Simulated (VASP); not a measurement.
# CdClO (P6_3mc) in VASP: single point with PBE

Aim: the single point of CdClO with PBE.

Program: VASP 6.6.1. These are calculated values, not measurements. Logs are shortened: lines on timing, memory, paths and dates and some standing lists are left out, and cuts for length are marked.

## Step 1: The cell of the first run

The structure is hexagonal, space group P6_3mc (No. 186). The conventional cell has a = 3.812 Å, b = 3.812 Å, c = 9.563 Å, α = 90.00°, β = 90.00°, γ = 120.00°. Cd (site symmetry 3m) has 3 O at 2.27 Å and 4 Cl at 2.80 to 3.06 Å within 3.1 Å. Cl (site symmetry 3m) has 4 Cd at 2.80 to 3.06 Å and 6 O at 3.18 to 3.32 Å and 6 Cl at 3.81 Å within 3.9 Å. Within 3.0 Å of O (site symmetry 3m) lie 3 Cd at 2.27 Å.

## Step 2: Single point, PBE

INCAR

```
PREC = Accurate
ENCUT = 600
EDIFF = 1E-6
ISMEAR = -1
SIGMA = 0.05
LREAL = False
LASPH = True
NELM = 120
ALGO = Normal
ISIF = 2
LWAVE = False
LCHARG = True
GGA = PE
LELF = True
LVHAR = True
NBANDS = 34
GGA_COMPAT = False
```

KPOINTS

```
Automatic mesh
0
Gamma
  8 8 3
```

POSCAR

```
CdClO
1.0
    3.8117738983      0.0000000000      0.0000000000
   -1.9058869491      3.3010930294      0.0000000000
    0.0000000000      0.0000000000      9.5625610000
Cd Cl O
2 2 2
Direct
    0.6666666667      0.3333333333      0.0190610000
    0.3333333333      0.6666666667      0.5190610000
    0.6666666667      0.3333333333      0.3387190000
    0.3333333333      0.6666666667      0.8387190000
    0.0000000000      0.0000000000      0.0792210000
    0.0000000000      0.0000000000      0.5792210000
```

Potentials or basis: VASP PAW PBE potentials, release 64 (Cd, Cl, O).

Run with:

```sh
> cat potpaw_PBE.64/Cd/POTCAR potpaw_PBE.64/Cl/POTCAR potpaw_PBE.64/O/POTCAR > POTCAR
> mpirun -np 1 vasp_std > vasp.out
```

OUTCAR:

```text
PREC = Accurate
   ENCUT = 600
   EDIFF = 1E-6
   ISMEAR = -1
   LREAL = False
   LASPH = True
   NELM = 120
   ISIF = 2
   GGA = PE

 ion  position               nearest neighbor table
   1  0.667  0.333  0.019-   5 2.27   5 2.27   5 2.27   4 2.80   4 2.80   4 2.80   3 3.06
   2  0.333  0.667  0.519-   6 2.27   6 2.27   6 2.27   3 2.80   3 2.80   3 2.80   4 3.06
   3  0.667  0.333  0.339-   2 2.80   2 2.80   2 2.80   1 3.06
   4  0.333  0.667  0.839-   1 2.80   1 2.80   1 2.80   2 3.06
   5  0.000  0.000  0.079-   1 2.27   1 2.27   1 2.27
   6  0.000  0.000  0.579-   2 2.27   2 2.27   2 2.27

  LATTYP: Found a hexagonal cell.
 ALAT       =     3.8117738983
 C/A-ratio  =     2.5086905087

  Lattice vectors:

 A1 = (   3.8117738983,   0.0000000000,   0.0000000000)
 A2 = (  -1.9058869491,   3.3010930294,   0.0000000000)
 A3 = (   0.0000000000,   0.0000000000,   9.5625610000)

Analysis of symmetry for initial positions (statically):
=====================================================================
 Subroutine PRICEL returns:
 Original cell was already a primitive cell.

 Routine SETGRP: Setting up the symmetry group for a
 hexagonal supercell.

 Subroutine GETGRP returns: Found 12 space group operations
 (whereof  6 operations were pure point group operations)
 out of a pool of 24 trial point group operations.

The static configuration has the point symmetry C_3v.
 The point group associated with its full space group is C_6v.

Analysis of symmetry for dynamics (positions and initial velocities):
=====================================================================
 Subroutine PRICEL returns:
 Original cell was already a primitive cell.

 Routine SETGRP: Setting up the symmetry group for a
 hexagonal supercell.

 Subroutine GETGRP returns: Found 12 space group operations
 (whereof  6 operations were pure point group operations)
 out of a pool of 24 trial point group operations.

The dynamic configuration has the point symmetry C_3v.
 The point group associated with its full space group is C_6v.

 Subroutine INISYM returns: Found 12 space group operations
 (whereof  6 operations are pure point group operations),
 and found     1 'primitive' translations

----------------------------------------------------------------------------------------

                                     Primitive cell

  volume of cell :     120.3259

  direct lattice vectors                    reciprocal lattice vectors
     3.811773898  0.000000000  0.000000000     0.262345046  0.151464983  0.000000000
    -1.905886949  3.301093029  0.000000000     0.000000000  0.302929966  0.000000000
     0.000000000  0.000000000  9.562561000     0.000000000  0.000000000  0.104574496

  length of vectors
     3.811773898  3.811773898  9.562561000     0.302929966  0.302929966  0.104574496

  position of ions in fractional coordinates (direct lattice)
     0.666666667  0.333333333  0.019061000
     0.333333333  0.666666667  0.519061000
     0.666666667  0.333333333  0.338719000
     0.333333333  0.666666667  0.838719000
     0.000000000  0.000000000  0.079221000
     0.000000000  0.000000000  0.579221000

  ion indices of the primitive-cell ions
   primitive index   ion index
                 1           1
                 2           2
                 3           3
                 4           4
                 5           5
                 6           6

----------------------------------------------------------------------------------------

 KPOINTS: Automatic mesh

Automatic generation of k-mesh.
 Grid dimensions read from file:
 generate k-points for:    8    8    3

 Generating k-lattice:

  Cartesian coordinates                     Fractional coordinates (reciprocal lattice)
     0.032793131  0.018933123  0.000000000     0.125000000  0.000000000  0.000000000
     0.000000000  0.037866246  0.000000000     0.000000000  0.125000000  0.000000000
     0.000000000  0.000000000  0.034858165     0.000000000  0.000000000  0.333333333

  Length of vectors
     0.037866246  0.037866246  0.034858165

  Shift w.r.t. Gamma in fractional coordinates (k-lattice)
     0.000000000  0.000000000  0.000000000

 Subroutine IBZKPT returns following result:
 ===========================================

 Found     20 irreducible k-points:

 Following reciprocal coordinates:
            Coordinates               Weight
  0.000000  0.000000  0.000000      1.000000
  0.125000 -0.000000  0.000000      6.000000
  0.250000 -0.000000  0.000000      6.000000
  0.375000 -0.000000  0.000000      6.000000
  0.500000 -0.000000  0.000000      3.000000
  0.125000  0.125000  0.000000      6.000000
[... 12 lines left out ...]
  0.250000  0.250000  0.333333     12.000000
  0.375000  0.250000  0.333333     12.000000
   k-points           NKPTS =     20   k-points in BZ     NKDIM =     20   number of bands    NBANDS=     34
   number of dos      NEDOS =    301   number of ions     NIONS =      6
   total plane-waves  NPLWV =  72000
   dimension x,y,z NGX =    30 NGY =   30 NGZ =   80
   dimension x,y,z NGXF=    60 NGYF=   60 NGZF=  160
   ions per type =               2   2   2
   NGX,Y,Z   is equivalent  to a cutoff of  13.08, 13.08, 13.91 a.u.
   NGXF,Y,Z  is equivalent  to a cutoff of  26.17, 26.17, 27.82 a.u.
 SYSTEM =  unknown system
   PREC   = accura    normal or accurate (medium, high low for compatibility)
   ISTART =      0    job   : 0-new  1-cont  2-samecut
   ICHARG =      2    charge: 1-file 2-atom 10-const
   ISPIN  =      1    spin polarized calculation?
   LNONCOLLINEAR =      F non collinear calculations
   LSORBIT =      F    spin-orbit coupling
   LASPH  =      T    aspherical Exc in radial PAW
   ENCUT  =  600.0 eV  44.10 Ry    6.64 a.u.   7.61  7.61 19.10*2*pi/ulx,y,z
   NELM   =    120;   NELMIN=  2; NELMDL= -5     # of ELM steps
   EDIFF  = 0.1E-05   stopping-criterion for ELM
   LREAL  =      F    real-space projection
   EDIFFG = 0.1E-04   stopping-criterion for IOM
   NSW    =      0    number of steps for IOM
   IBRION =     -1    ionic relax: 0-MD 1-quasi-New 2-CG
   NFREE  =      0    steps in history (QN), initial steepest desc. (CG)
   ISIF   =      2    stress and relaxation
   ISYM   =      2    0-nonsym 1-usesym 2-fastsym
   POTIM  = 0.5000    time-step for ionic-motion
   TEBEG  =    0.0;   TEEND  =   0.0 temperature during run
   PSTRESS=    0.0 pullay stress
   NELECT =      50.0000    total number of electrons
   NUPDOWN=      -1.0000    fix difference up-down
   EMIN   =  10.00;   EMAX   =-10.00  energy-range for DOS
   EFERMI =   0.00;   METHOD = LEGACY
   ISMEAR =    -1;   SIGMA  =   0.05  broadening in eV -4-tet -1-fermi 0-gaus
   EFERMI_NEDOS =   21; number of points for ismear=-14 and -15
   IALGO  =     38    algorithm
   IMIX   =      4    mixing-type and parameters
     AMIX     =   0.40;   BMIX     =  1.00
     AMIX_MAG =   1.60;   BMIX_MAG =  1.00
  volume/ion in A,a.u.               =      20.05       135.33
  Fermi-wavevector in a.u.,A,eV,Ry     =   1.221645  2.308575 20.305569  1.492417
  Thomas-Fermi vector in A             =   2.356820
   LORBIT       =      0    0 simple, 1 ext, 2 COOP (PROOUT), +10 PAW based schemes
   GGA     = PE    functional components
   LHFCALC =     F    Hartree Fock is set to
   AEXX    =    0.0000 exact exchange contribution
   IVDW    =     0    specifies the selected vdW correction
   LEPSILON=     F    determine dielectric tensor
   LRPA    =     F    only Hartree local field effects (RPA)
 non-spin polarized calculation
  energy-cutoff  :      600.00
  volume of cell :      120.33
 maximum number of plane-waves:      4045
   NGX = 15   NGY = 15   NGZ = 39

 number of electron      50.0000006 magnetization

 Free energy of the ion-electron system (eV)
  ---------------------------------------------------
  ext. energy  EPLUGINS =         0.00000000
  ---------------------------------------------------
  free energy    TOTEN  =       -17.37544606 eV

  energy without entropy =      -17.24459302  energy(sigma->0) =      -17.31001954

 E-fermi :  -0.4281     XC(G=0):  -9.2843

 val. band max:       -0.4288853048   @ k =   0.5000  -0.0000   0.0000
 cond. band min:      -0.4253859436   @ k =   0.3750  -0.0000   0.0000
 fundamental gap:      0.0034993612
 Fermi energy:        -0.4280813751

 k-point     1 :       0.0000    0.0000    0.0000
  band No.  band energies     occupation
      1     -16.3583      2.00000
      2     -16.2958      2.00000
      3     -14.0329      2.00000
      4     -13.9452      2.00000
      5      -6.9775      2.00000
      6      -6.9775      2.00000
[... 26 lines left out ...]
     33      10.1401      0.00000
     34      10.1401      0.00000

 k-point     2 :       0.1250   -0.0000    0.0000
  band No.  band energies     occupation
      1     -16.3286      2.00000
      2     -16.2743      2.00000
      3     -14.0012      2.00000
      4     -13.9307      2.00000
      5      -6.9624      2.00000
      6      -6.9316      2.00000
[... 26 lines left out ...]
     33      10.2290      0.00000
     34      10.4981      0.00000

 k-point     3 :       0.2500   -0.0000    0.0000
  band No.  band energies     occupation
      1     -16.2587      2.00000
      2     -16.2239      2.00000
      3     -13.9206      2.00000
      4     -13.8887      2.00000
      5      -6.8757      2.00000
      6      -6.8096      2.00000
[... 26 lines left out ...]
     33      10.2936      0.00000
     34      10.5485      0.00000
[... 556 lines left out ...]
 k-point    19 :       0.2500    0.2500    0.3333
  band No.  band energies     occupation
      1     -16.1650      2.00000
      2     -16.1598      2.00000
      3     -13.8016      2.00000
      4     -13.7985      2.00000
      5      -6.6948      2.00000
      6      -6.6607      2.00000
[... 26 lines left out ...]
     33       9.8590      0.00000
     34       9.8918      0.00000

 k-point    20 :       0.3750    0.2500    0.3333
  band No.  band energies     occupation
      1     -16.1488      2.00000
      2     -16.1457      2.00000
      3     -13.7773      2.00000
      4     -13.7730      2.00000
      5      -6.6630      2.00000
      6      -6.6299      2.00000
[... 26 lines left out ...]
     33       9.6072      0.00000
     34       9.6355      0.00000

------------------------ aborting loop because EDIFF is reached ----------------------------------------

  FORCE on cell =-STRESS in cart. coord.  units (eV):
  Direction    XX          YY          ZZ          XY          YZ          ZX
  --------------------------------------------------------------------------------------
  -------------------------------------------------------------------------------------
  Total       -2.1860281     -2.1860281     -0.4867229     -0.0000000      0.0000000      0.0000000
  in kB      -29.1076546    -29.1076546     -6.4808689     -0.0000000      0.0000000      0.0000000
  external PRESSURE =     -21.5653927 kB  Pullay stress =       0.0000000 kB

 VOLUME and BASIS-vectors are now :
 -----------------------------------------------------------------------------
  energy-cutoff  :      600.00
  volume of cell :      120.33
      direct lattice vectors                 reciprocal lattice vectors
     3.811773898  0.000000000  0.000000000     0.262345046  0.151464983  0.000000000
    -1.905886949  3.301093029  0.000000000     0.000000000  0.302929966  0.000000000
     0.000000000  0.000000000  9.562561000     0.000000000  0.000000000  0.104574496

 POSITION                                       TOTAL-FORCE (eV/Angst)
 -----------------------------------------------------------------------------------
      1.90589      1.10036      0.18227         0.000000      0.000000      0.121865
     -0.00000      2.20073      4.96355        -0.000000     -0.000000      0.121865
      1.90589      1.10036      3.23902         0.000000      0.000000     -0.082086
     -0.00000      2.20073      8.02030        -0.000000     -0.000000     -0.082086
      0.00000      0.00000      0.75756        -0.000000     -0.000000     -0.039779
      0.00000      0.00000      5.53884         0.000000     -0.000000     -0.039779
 -----------------------------------------------------------------------------------
    total drift:                               -0.000000     -0.000000     -0.000464

  FREE ENERGIE OF THE ION-ELECTRON SYSTEM (eV)
  ---------------------------------------------------
  free  energy   TOTEN  =       -17.3754460642 eV

  energy  without entropy=      -17.2445930228  energy(sigma->0) =      -17.31001954
```

It took 5.3 min on 1 thread of Intel Xeon 8259CL, shared host; peak memory 0.31 GiB.

What came out:

```yaml
Free_energy: -17.3754 eV
Pressure: -2.2 GPa
Largest_force: 0.122 eV/Å
Band_gap_on_the_k_mesh: zero (bands 25 and 26 overlap by 0.17 eV)
```

Forces on the atoms (eV/Å):
```
Cd   0.000  0.000  0.122
Cd   0.000  0.000  0.122
Cl   0.000  0.000 -0.082
Cl   0.000  0.000 -0.082
O    0.000  0.000 -0.040
O    0.000  0.000 -0.040
```

Stress tensor (GPa, compression positive):
```
-2.91  0.00  0.00
 0.00 -2.91  0.00
 0.00  0.00 -0.65
```
